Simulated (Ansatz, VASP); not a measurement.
GaN in VASP and in Ansatz

```xyz
2
Lattice="0.0000 2.1343 2.1343 2.1343 0.0000 2.1343 2.1343 2.1343 0.0000" Properties=species:S:1:pos:R:3 pbc="T T T"
Ga    0.0000    0.0000    0.0000
N     2.1343    2.1343    2.1343
```

Alike in both runs: task single point; functional PBE; k mesh 22 × 22 × 22; occupations fermi-dirac, width 0.1 eV; no spin polarisation.

|  | VASP | Ansatz |
| --- | --- | --- |
| version | VASP 6.6.1 | Ansatz 0.2.0 |
| potentials or method | VASP PAW PBE potentials, release 64 (Ga_d, N), cutoff 520 eV | all-electron PAW with datasets made for the crystal, scalar-relativistic |

VASP gave:

- pressure (GPa): 0.8

**Question.** Estimate Ansatz's values.

**Answer.** Pressure (GPa): 0.0.

Ansatz ran all-electron here, and VASP with PAW potentials.
